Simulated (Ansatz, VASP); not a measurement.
Two plane-wave programs on Cs3Pt

INCAR

```
ALGO = Normal
EDIFF = 1E-6
ENCUT = 520
GGA = PE
ISIF = 2
ISMEAR = 0
LASPH = T
LCHARG = T
LELF = T
LREAL = F
LVHAR = T
LWAVE = F
NBANDS = 26
NELM = 100
PREC = Accurate
SIGMA = 0.1
```

The input KPOINTS:

```
k-points
0
Gamma
  8 8 8
```

The input POSCAR:

```
Cs3Pt
1.0
    5.9856485080      0.0000000000      0.0000000000
    0.0000000000      5.9856485080      0.0000000000
    0.0000000000      0.0000000000      5.9856485080
Cs Pt
3 1
Direct
    0.0000000000      0.0000000000      0.5000000000
    0.0000000000      0.5000000000      0.0000000000
    0.5000000000      0.0000000000      0.0000000000
    0.5000000000      0.5000000000      0.5000000000
```

Input for Ansatz:

```yaml
crystal:
  lattice:
    - [5.985648508, 0.0, 0.0]
    - [0.0, 5.985648508, 0.0]
    - [0.0, 0.0, 5.985648508]
  atoms:
    - { symbol: Cs, position: [0.0, 0.0, 0.5] }
    - { symbol: Cs, position: [0.0, 0.5, 0.0] }
    - { symbol: Cs, position: [0.5, 0.0, 0.0] }
    - { symbol: Pt, position: [0.5, 0.5, 0.5] }
basis:
  ecutwfc: 420
kpoints:
  mp_grid: { grid: [8, 8, 8] }
hamiltonian:
  xc: pbe
scf:
  occupations: { method: gaussian, width: 0.1 }
output:
  forces: true
  stress: true
  eigenvalues: true
```

Alike in both runs: task single point; functional PBE; k mesh 8 × 8 × 8; occupations gaussian, width 0.1 eV; no spin polarisation.

|  | VASP | Ansatz |
| --- | --- | --- |
| version | VASP 6.6.1 | Ansatz 0.2.0 |
| potentials or method | VASP PAW PBE potentials, release 64 (Cs_sv, Pt), cutoff 520 eV | scalar-relativistic, plane waves, PAW |
| valence electrons in the cell | 37 | 45 |

|  | VASP | Ansatz | Ansatz less VASP |
| --- | --- | --- | --- |
| gap on the k mesh at the Fermi level (eV) | none | none | - |
| pressure (GPa) | -0.9 | -0.9 | -0.01 |

A gap of «none» marks a metal or a gap that the smearing closes. The functional is the same, so the differences come from potentials, cutoffs and numerics. VASP's potentials hold 37 valence electrons a cell and Ansatz's 45, so a difference there can come from the potentials and not from the codes.

Spin-orbit coupling is off throughout.
